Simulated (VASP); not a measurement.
Set up this calculation in VASP 6.6.1, as the native input.

| Quantity | Value |
| --- | --- |
| Task | single point |
| Functional | PBE |
| Dispersion | D3(BJ) |
| Potentials or basis | VASP PAW PBE potentials, release 64 (Al, H) |
| Cutoff | 520 eV |
| k mesh | 6 × 6 × 1 |
| Occupations | gaussian, width 0.1 eV |
| Spin | no spin polarisation |
| Dipole correction | yes |
| Further INCAR settings | LREAL = Auto; ALGO = Normal; EDIFF = 1e-07; NBANDS = 78 |

The structure of Al36H lies in POSCAR:

```
Al36H
1.0
    5.6288445219      0.0000000000      0.0000000000
   -2.8144222609      4.8747223499      0.0000000000
    0.0000000000      0.0000000000     35.9073562080
Al H
36 1
Direct
    0.1666666667      0.3333333333      0.1113977865
    0.1666666667      0.8333333333      0.1113977865
    0.6666666667      0.3333333333      0.1113977865
    0.6666666667      0.8333333333      0.1113977865
    0.0000000000      0.0000000000      0.1757372983
    0.0000000000      0.5000000000      0.1757372983
    0.5000000000      0.0000000000      0.1757372983
    0.5000000000      0.5000000000      0.1757372983
    0.3333333333      0.1666666667      0.2400768102
    0.3333333333      0.6666666667      0.2400768102
    0.8333333333      0.1666666667      0.2400768102
    0.8333333333      0.6666666667      0.2400768102
    0.0000000000      0.0000000000      0.3044163221
    0.0000000000      0.5000000000      0.3044163221
    0.5000000000      0.0000000000      0.3044163221
    0.5000000000      0.5000000000      0.3044163221
    0.1666666667      0.3333333333      0.3682539347
    0.1666666667      0.8333333333      0.3682539347
    0.6666666667      0.3333333333      0.3682539347
    0.6666666667      0.8333333333      0.3682539347
    0.0000000000      0.0000000000      0.4320699059
    0.0000000000      0.5000000000      0.4320699059
    0.5000000000      0.0000000000      0.4320699059
    0.5000000000      0.5000000000      0.4320699059
    0.3333333333      0.1666666667      0.4967844642
    0.3333333333      0.6666666667      0.4967844642
    0.8333333333      0.1666666667      0.4967844642
    0.8333333333      0.6666666667      0.4967844642
    0.0000000000      0.0000000000      0.5611166564
    0.0000000000      0.5000000000      0.5611166564
    0.5000000000      0.0000000000      0.5611166564
    0.5000000000      0.5000000000      0.5611166564
    0.1666666667      0.3333333333      0.6268174153
    0.1666666667      0.8333333333      0.6268174153
    0.6666666667      0.3333333333      0.6268174153
    0.6666666667      0.8333333333      0.6268174153
    0.1666666667      0.5833333333      0.7215055338
```

These files were run (other wordings do the same):

INCAR

```
PREC = Accurate
ENCUT = 520
EDIFF = 1E-7
ISMEAR = 0
SIGMA = 0.1
LREAL = Auto
LASPH = T
NELM = 80
ALGO = Normal
ISIF = 2
LWAVE = F
LCHARG = F
LDIPOL = T
IDIPOL = 3
DIPOL = 0.5 0.5 0.378
GGA = PE
IVDW = 12
NBANDS = 78
```

KPOINTS

```
Automatic mesh
0
Gamma
  6 6 1
```

Potentials or basis: VASP PAW PBE potentials, release 64 (Al, H).

The run is started by

```console
$ cat potpaw_PBE.64/Al/POTCAR potpaw_PBE.64/H/POTCAR > POTCAR
$ mpirun -np 1 vasp_std > vasp.out
```

It gave:

* Largest force: 0.644 eV/Å
* Band gap on the k mesh: zero (an odd number of electrons rules out a gap without spin polarisation)
* Dispersion energy per atom: -0.304 eV

It took 32 min on 1 thread of Intel(R) Xeon(R) 6975P-C (Granite Rapids), with other jobs on the host, peak memory 1.2 GiB.
